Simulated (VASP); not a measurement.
**NaZn11S12 (a cell with a defect): single point with PBE**

System: NaZn11S12 (a cell with a defect).

```
Na Zn S
1.0
     5.73405    3.31056    0.00000
    -5.73405    3.31056    0.00000
     0.00000    0.00000   12.52000
Na Zn S
1 11 12
Direct
  0.00000 0.00000 0.00091
  0.33333 0.66667 0.99612
  0.66667 0.33333 0.99612
  0.00000 0.00000 0.50144
  0.33333 0.66667 0.50040
  0.66667 0.33333 0.50040
  0.33506 0.33506 0.25117
  0.66494 0.00000 0.25117
  0.00000 0.66494 0.25117
  0.33825 0.00000 0.75087
  0.66175 0.66175 0.75087
  0.00000 0.33825 0.75087
  0.00000 0.00000 0.20491
  0.33333 0.66667 0.18698
  0.66667 0.33333 0.18698
  0.00000 0.00000 0.68807
  0.33333 0.66667 0.68379
  0.66667 0.33333 0.68379
  0.33511 0.33511 0.43929
  0.66489 0.00000 0.43929
  0.00000 0.66489 0.43929
  0.36003 0.00000 0.93201
  0.63997 0.63997 0.93201
  0.00000 0.36003 0.93201
```

```json
{
  "Program": "VASP 6.6.1",
  "Task": "single point",
  "Functional": "PBE",
  "Potentials or basis": "VASP PAW PBE potentials, release 64 (Na_pv, Zn, S)",
  "Cutoff": "520 eV",
  "k mesh": "3 × 3 × 2",
  "Occupations": "fermi-dirac, width 0.01 eV",
  "Spin": "no spin polarisation",
  "Dipole correction": "no",
  "Charge": "-1",
  "Further INCAR settings": "LREAL = Auto; ALGO = Normal; EDIFF = 1e-06; NBANDS = 124; NELECT = 212.0"
}
```

* Largest force: 0.018 eV/Å

Forces on the atoms (eV/Å):
```
Na   0.000  0.000 -0.018
Zn   0.000  0.000  0.010
Zn   0.000  0.000  0.010
Zn   0.000  0.000 -0.003
Zn   0.000  0.000 -0.002
Zn   0.000  0.000 -0.002
Zn   0.000 -0.001 -0.004
Zn   0.001  0.001 -0.004
Zn  -0.001  0.001 -0.004
Zn  -0.003 -0.002 -0.001
Zn   0.000  0.003 -0.001
Zn   0.003 -0.002 -0.001
S    0.000  0.000 -0.007
S    0.000  0.000 -0.008
S    0.000  0.000 -0.008
S    0.000  0.000  0.013
S    0.000  0.000  0.000
S    0.000  0.000  0.000
S    0.000 -0.003  0.004
S    0.002  0.001  0.004
S   -0.002  0.001  0.004
S    0.002  0.001  0.005
S    0.000 -0.003  0.005
S   -0.002  0.001  0.005
```

Levels at points of the mesh, in eV from the Fermi level:
```csv
k point,band 103,band 104,band 105,band 106,band 107,band 108,band 109,band 110
"(0.00, 0.00, 0.00)",-0.88,-0.54,-0.24,-0.24,1.67,2.51,2.85,3.84
"(0.00, 0.00, 0.50)",-0.82,-0.82,-0.26,-0.26,2.33,2.47,2.59,3.72
```

Wall time 26 min on 1 thread of Intel Xeon 8259CL, with other jobs on the host, peak memory 0.66 GiB.

Caveat: the cell carries a net charge on a neutralising background, which shifts energy and pressure; the cell is charged against a uniform background, so pressure and absolute levels hang on convention.
